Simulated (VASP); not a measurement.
Si62P (a cell with a defect), 63 atoms in the cell. The cell holds a defect, 63 atoms: a = 10.860 Å, b = 10.860 Å, c = 10.860 Å, α = 90.00°, β = 90.00°, γ = 90.00°. 

| Quantity | Value |
| --- | --- |
| Program | VASP 6.6.1 |
| Task | single point |
| Functional | PBE |
| Dispersion | D3(BJ) |
| Potentials or basis | VASP PAW PBE potentials, release 64 (Si, P) |
| Cutoff | 520 eV |
| k mesh | 1 × 1 × 1 |
| Occupations | fermi-dirac, width 0.05 eV |
| Spin | no spin polarisation |
| Dipole correction | no |
| Charge | -1 |
| Further INCAR settings | LREAL = Auto; ALGO = Normal; EDIFF = 1e-07; NBANDS = 164; NELECT = 254.0 |

Potentials or basis: VASP PAW PBE potentials, release 64 (Si, P).

Launch:

```bash
$ cat potpaw_PBE.64/Si/POTCAR potpaw_PBE.64/P/POTCAR > POTCAR
$ mpirun -np 1 vasp_gam > vasp.out
```

Hardware: 1 thread of Oxide Virtual Turin-like Processor, on a shared host.

How long does it take, and how much memory?

Wall time 5.2 min on 1 thread of Oxide Virtual Turin-like Processor, with other jobs on the host, peak memory 0.99 GiB. Counts: scf iterations 16, k points 1.
